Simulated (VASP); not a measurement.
Ni, 2 atoms in the cell. It takes space group Fm-3m (No. 225, cubic). Conventional cell: a = 3.517 Å, b = 3.517 Å, c = 3.517 Å, α = 90.00°, β = 90.00°, γ = 90.00°. Ni (site symmetry m-3m) has 12 Ni at 2.49 Å within 3.3 Å. 

```yaml
Program: VASP 6.6.1
Task: single point
Functional: r2SCAN
Potentials_or_basis: VASP PAW PBE potentials, release 64 (Ni)
Cutoff: 520 eV
k_mesh: 7 × 14 × 14
Occupations: fermi-dirac, width 0.1 eV
Spin: collinear spin
Starting_moments: "[2.0, 0.0] μB"
Dipole_correction: no
Further_INCAR_settings: ALGO = Normal; EDIFF = 1e-06; NBANDS = 21
```

Potentials or basis: VASP PAW PBE potentials, release 64 (Ni).

Command:

```console
$ cat potpaw_PBE.64/Ni/POTCAR > POTCAR
$ cp INCAR.step1 INCAR
$ mpirun -np 1 vasp_std > vasp.out
$ cp INCAR.step2 INCAR
$ mpirun -np 1 vasp_std > vasp.out
```

Hardware: 1 thread of Intel Xeon 8259CL, with other jobs on the host.

Problem. Estimate the wall time of this run.

Solution. It took 9.6 min on 1 thread of Intel Xeon 8259CL (shared host), peak memory 0.22 GiB. Counts: k points 144.
